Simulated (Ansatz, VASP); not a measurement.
# TiN: VASP beside Ansatz

Contents of INCAR:

```
SYSTEM = TiN
PREC     = Accurate       ! precision mode
ENCUT    = 1330           ! plane-wave cutoff, eV
EDIFF    = 1E-6           ! SCF threshold, eV
ISMEAR   = -1             ! smearing method
SIGMA    = 0.1            ! smearing width, eV
LREAL    = .False.        ! projectors in reciprocal space
LASPH    = .True.         ! aspherical terms in the spheres
NELM     = 120            ! most SCF steps
ALGO     = Normal         ! electronic algorithm
ISIF     = 2              ! what is computed and relaxed
LWAVE    = .False.        ! write WAVECAR
LCHARG   = .False.        ! write CHGCAR
NBANDS   = 16             ! bands
GGA_COMPAT= .False.
```

KPOINTS

```
Automatic mesh
0
Gamma
  7 7 7
  0 0 0
```

The input POSCAR:

```
TiN
1.0
    0.0000000000      2.1190000000      2.1190000000
    2.1190000000      0.0000000000      2.1190000000
    2.1190000000      2.1190000000      0.0000000000
Ti N
1 1
Direct
    0.0000000000      0.0000000000      0.0000000000
    0.5000000000      0.5000000000      0.5000000000
```

Input for Ansatz:

```yaml
crystal:
  lattice:
    - [0.0, 2.119, 2.119]
    - [2.119, 0.0, 2.119]
    - [2.119, 2.119, 0.0]
  atoms:
    - { symbol: Ti, position: [0.0, 0.0, 0.0] }
    - { symbol: "N", position: [0.5, 0.5, 0.5] }
kpoints:
  mp_grid:
    grid: [7, 7, 7]
    shift: [0.0, 0.0, 0.0]
hamiltonian:
  xc: lda
  pseudopotentials:
    kind: paw
scf:
  n_extra_bands: 2
  convergence:
    dr2_threshold: 1.0e-08
  occupations:
    method: fermi_dirac
output:
  forces: true
  stress: true
  eigenvalues: true
```

Alike in both runs: task single point; functional LDA; k mesh 7 × 7 × 7; no spin polarisation.

|  | VASP | Ansatz |
| --- | --- | --- |
| version | VASP 6.6.1 | Ansatz 0.2.0 |
| potentials or method | VASP PAW LDA potentials, release 64 (Ti_sv, N_h) | plane waves, PAW |
| plane-wave cutoff (eV) | 1330 | 420 |
| occupations | fermi-dirac, width 0.1 eV | fermi-dirac |
| valence electrons in the cell | 17 | 17 |

|  | VASP | Ansatz | Ansatz less VASP |
| --- | --- | --- | --- |
| gap on the k mesh at the Fermi level (eV) | none | none | - |
| pressure (GPa) | -12.7 | -13.6 | -0.88 |

LDA's correlation is that of Perdew and Zunger in VASP and of Perdew and Wang (1992) in Ansatz. A gap of «none» marks a metal or a gap that the smearing closes. Ansatz's warnings: stress scf threshold loose.

The k mesh is coarse, so the values compare programs but aren't converged.
